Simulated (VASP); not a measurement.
Write the native input for VASP 6.6.1 that does the following.

| Property | Result |
| --- | --- |
| Task | single point |
| Functional | PBE |
| Potentials or basis | VASP PAW PBE potentials, release 64 (Cs_sv, C) |
| Cutoff | 520 eV |
| k mesh | 6 × 6 × 4 |
| Occupations | gaussian, width 0.1 eV |
| Spin | no spin polarisation |
| Dipole correction | no |
| Further INCAR settings | ALGO = Normal; EDIFF = 1e-07; NBANDS = 14 |

The structure of CsC lies in POSCAR:

```
CsC
1.0
    2.0024584700     -2.8620532200      0.0000000000
    2.0024584700      2.8620532200      0.0000000000
    0.0000000000      0.0000000000      5.6091636900
Cs C
1 1
Direct
    0.0000000000      0.0000000000      0.0000000000
    0.5000000000      0.5000000000      0.5000000000
```

These files were run (other wordings do the same):

INCAR

```
ALGO = Normal
EDIFF = 1E-7
ENCUT = 520
GGA = PE
ISIF = 2
ISMEAR = 0
LASPH = T
LCHARG = F
LREAL = F
LWAVE = F
NBANDS = 14
NELM = 60
PREC = Accurate
SIGMA = 0.1
```

KPOINTS

```
k-points
0
Gamma
  6 6 4
```

Potentials or basis: VASP PAW PBE potentials, release 64 (Cs_sv, C).

Command:

```console
$ cat potpaw_PBE.64/Cs_sv/POTCAR potpaw_PBE.64/C/POTCAR > POTCAR
$ mpirun -np 1 vasp_std > vasp.out
```

Results of the run:

| Property | Result |
| --- | --- |
| Pressure | -1.9 GPa |

Wall time 12 s on 1 thread of Intel(R) Xeon(R) 6975P-C (Granite Rapids), on a shared host, peak memory 0.19 GiB.
